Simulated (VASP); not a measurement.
A run of VASP 6.6.1:

File INCAR:

```
PREC = Accurate
ENCUT = 520
EDIFF = 1E-8
ISMEAR = -1
SIGMA = 0.08
LREAL = F
LASPH = T
NELM = 100
ALGO = Normal
ISIF = 2
LWAVE = F
LCHARG = F
GGA = PS
LEFG = T
NBANDS = 10
```

KPOINTS

```
regular mesh
0
Gamma
  10 10 10
```

Contents of POSCAR:

```
K
1.0
   -2.6353382536      2.6353382536      2.6353382536
    2.6353382536     -2.6353382536      2.6353382536
    2.6353382536      2.6353382536     -2.6353382536
K
1
Direct
    0.0000000000      0.0000000000      0.0000000000
```

Potentials or basis: VASP PAW PBE potentials, release 64 (K_sv).

The run is started by

```bash
$ cat potpaw_PBE.64/K_sv/POTCAR > POTCAR
$ mpirun -np 1 vasp_std > vasp.out
```

Hardware: 1 thread of Intel(R) Xeon(R) 6975P-C (Granite Rapids), with other jobs on the host.

Question: How long does it take, and how much memory?

Answer: Run time: 15 s on 1 thread of Intel(R) Xeon(R) 6975P-C (Granite Rapids) (shared host), peak memory 0.2 GiB. Counts: scf iterations 14, k points 47.
